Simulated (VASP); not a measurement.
Wanted: the native input for a VASP 6.6.1 run.

```
Task                   : single point
Functional             : PBE
Potentials or basis    : VASP PAW PBE potentials, release 64 (N, Si, Mo_sv)
Cutoff                 : 520 eV
k mesh                 : 18 × 18 × 1
Occupations            : gaussian, width 0.03 eV
Spin                   : no spin polarisation
Dipole correction      : yes
Further INCAR settings : ALGO = Normal; EDIFF = 1e-06; NBANDS = 30; NELMDL = -8
```

The structure of Si2MoN4 lies in POSCAR:

```
Si2MoN4
1.0
    2.9094747295      0.0000000000      0.0000000000
   -1.4547373648      2.5196790274      0.0000000000
    0.0000000000      0.0000000000     37.8000000028
N Si Mo
4 2 1
Direct
    0.3333333333      0.6666666667      0.1851363795
    0.6666666667      0.3333333333      0.2448104938
    0.6666666667      0.3333333333      0.3107450617
    0.3333333333      0.6666666667      0.3704191760
    0.6666666667      0.3333333333      0.1985743411
    0.6666666667      0.3333333333      0.3569812144
    0.0000000000      0.0000000000      0.2777777778
```

These files were run (other wordings do the same):

INCAR

```
  ALGO = Normal
  DIPOL = 0.5 0.5 0.278
  EDIFF = 1E-6
  ENCUT = 520
  GGA = PE
  GGA_COMPAT = False
  IDIPOL = 3
  ISIF = 2
  ISMEAR = 0
  LASPH = True
  LCHARG = False
  LDIPOL = True
  LREAL = False
  LWAVE = False
  NBANDS = 30
  NELM = 120
  NELMDL = -8
  PREC = Accurate
  SIGMA = 0.03
```

KPOINTS

```
k-points
0
Gamma
  18 18 1
```

Potentials or basis: VASP PAW PBE potentials, release 64 (N, Si, Mo_sv).

Launch:

```bash
$ cat potpaw_PBE.64/N/POTCAR potpaw_PBE.64/Si/POTCAR potpaw_PBE.64/Mo_sv/POTCAR > POTCAR
$ mpirun -np 1 vasp_std > vasp.out
```

It gave:

| Quantity | Value |
| --- | --- |
| Largest force | 0.036 eV/Å |
| Band gap on the k mesh | 1.73 eV (least direct gap 2.05 eV) |

Run time: 16 min on 1 thread of Oxide Virtual Turin-like Processor (shared host), peak memory 0.56 GiB.
